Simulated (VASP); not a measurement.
LiF, 4 atoms in the cell. Symmetry: P6_3mc, No. 186, hexagonal system. The conventional cell has a = 3.178 Å, b = 3.178 Å, c = 4.744 Å, α = 90.00°, β = 90.00°, γ = 120.00°. Li (site symmetry 3m) has 4 F at 1.69 to 1.96 Å within 2.2 Å. Within 2.2 Å of F (site symmetry 3m) lie 4 Li at 1.69 to 1.96 Å.  This cell differs from its parent crystal: c/a of the conventional cell at fixed volume 1.4929.

| Quantity | Value |
| --- | --- |
| Program | VASP 6.6.1 |
| Task | single point |
| Functional | PBE |
| Potentials or basis | VASP PAW PBE potentials, release 64 (Li_sv, F) |
| Cutoff | 520 eV |
| k mesh | 9 × 9 × 6 |
| Occupations | gaussian, width 0.05 eV |
| Spin | no spin polarisation |
| Dipole correction | no |
| Further INCAR settings | ALGO = Normal; EDIFF = 1e-07; NBANDS = 18 |

Potentials or basis: VASP PAW PBE potentials, release 64 (Li_sv, F).

Command:

```sh
$ cat potpaw_PBE.64/Li_sv/POTCAR potpaw_PBE.64/F/POTCAR > POTCAR
$ mpirun -np 1 vasp_std > vasp.out
```

Hardware: 1 thread of Intel(R) Xeon(R) Platinum 8488C (Sapphire Rapids) (shared host).

Problem. How long does it take, and how much memory?

Solution. Wall time 22 s on 1 thread of Intel(R) Xeon(R) Platinum 8488C (Sapphire Rapids), with other jobs on the host, peak memory 0.16 GiB. Counts: scf iterations 15, k points 48.
